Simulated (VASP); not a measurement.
Input of a VASP 6.6.1 run:

File INCAR:

```
PREC = Accurate ; ENCUT = 520
EDIFF = 1E-7 ; ISMEAR = -1
SIGMA = 0.05 ; LREAL = F
LASPH = T ; NELM = 60
ALGO = Normal ; ISIF = 2
LWAVE = F ; LCHARG = F
GGA = RE ; NBANDS = 11
```

The input KPOINTS:

```
Automatic mesh
0
Gamma
  10 10 10
```

The input POSCAR:

```
BP
1.0
    0.0000000000      2.2226808807      2.2226808807
    2.2226808807      0.0000000000      2.2226808807
    2.2226808807      2.2226808807      0.0000000000
P B
1 1
Direct
    0.7500000000      0.7500000000      0.7500000000
    0.0000000000      0.0000000000      0.0000000000
```

Potentials or basis: VASP PAW PBE potentials, release 64 (P, B).

The run is started by

```bash
$ cat potpaw_PBE.64/P/POTCAR potpaw_PBE.64/B/POTCAR > POTCAR
$ mpirun -np 1 vasp_std > vasp.out
```

(1) What does it give for the band gap on the k mesh?

(2) Predict the pressure.

Results:

(1) 1.15 eV, indirect (least direct gap 3.49 eV).

(2) 14.5 GPa.

Caveat: the PAW data sets were made with another functional, which shifts forces and pressure a little.
